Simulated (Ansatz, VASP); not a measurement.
# Two plane-wave programs on Zn2Se3

```
Zn Se
1.0
     1.91626    1.10635    7.97164
    -1.91626    1.10635    7.97164
     0.00000   -2.21271    7.97164
Zn Se
2 3
Cartesian
  0.0000 0.0000 9.5955
  0.0000 0.0000 14.3194
  0.0000 0.0000 0.0000
  0.0000 0.0000 5.0728
  0.0000 0.0000 18.8422
```

Alike in both runs: functional PBE; k mesh 12 × 12 × 12; occupations gaussian, width 0.1 eV; no spin polarisation.

Ansatz relaxed the structure, and its values are those at the end. VASP's run is a single point on that final structure, the one shown.

```csv
,VASP,Ansatz
version,VASP 6.6.1,Ansatz 0.2.0
potentials or method,"VASP PAW PBE potentials, release 64 (Zn, Se), cutoff 520 eV","scalar-relativistic, plane waves, PAW"
valence electrons in the cell,42,72
```

```csv
,VASP,Ansatz,Ansatz less VASP
gap on the k mesh at the Fermi level (eV),none,none,-
pressure (GPa),0.2,0.0,-0.18
rms of the force components (eV/Å),0.007,0.001,-0.0062
```

A gap of «none» marks a metal or a gap that the smearing closes. The functional is the same, so the differences come from potentials, cutoffs and numerics. VASP's potentials hold 42 valence electrons a cell and Ansatz's 72, so a difference there can come from the potentials and not from the codes.
